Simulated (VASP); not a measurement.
A run of VASP 6.6.1 is set up as follows.

INCAR

```
PREC     = Accurate       # precision mode
ENCUT    = 520            # plane-wave cutoff, eV
EDIFF    = 1E-6           # SCF threshold, eV
ISMEAR   = -1             # smearing method
SIGMA    = 0.1            # smearing width, eV
LREAL    = False          # projectors in reciprocal space
LASPH    = True           # aspherical terms in the spheres
NELM     = 150            # most SCF steps
ALGO     = Normal         # electronic algorithm
ISIF     = 2              # what is computed and relaxed
LWAVE    = False          # write WAVECAR
LCHARG   = True           # write CHGCAR
ISPIN    = 2              # spin polarisation
MAGMOM   = 1              # initial moments
LORBIT   = 11             # projections on sites
LMAXMIX  = 4              # l up to which the mixer works
GGA      = PE             # functional
LELF     = True           # ELF
LVHAR    = True         
NBANDS   = 15             # bands
```

File KPOINTS:

```
regular mesh
0
Gamma
  19 19 19
```

File POSCAR:

```
Ni
1.0
    0.0000000000      1.7604614321      1.7604614321
    1.7604614321      0.0000000000      1.7604614321
    1.7604614321      1.7604614321      0.0000000000
Ni
1
Direct
    0.0000000000      0.0000000000      0.0000000000
```

Potentials or basis: VASP PAW PBE potentials, release 64 (Ni).

Launch:

```sh
$ cat potpaw_PBE.64/Ni/POTCAR > POTCAR
$ mpirun -np 1 vasp_std > vasp.out
```

(1) Predict the net moment.

(2) Predict the pressure.

(3) What does it give for the site moments?

Results:

(1) 0.61 μB per cell.

(2) -0.2 GPa.

(3) Ni +0.62 μB.
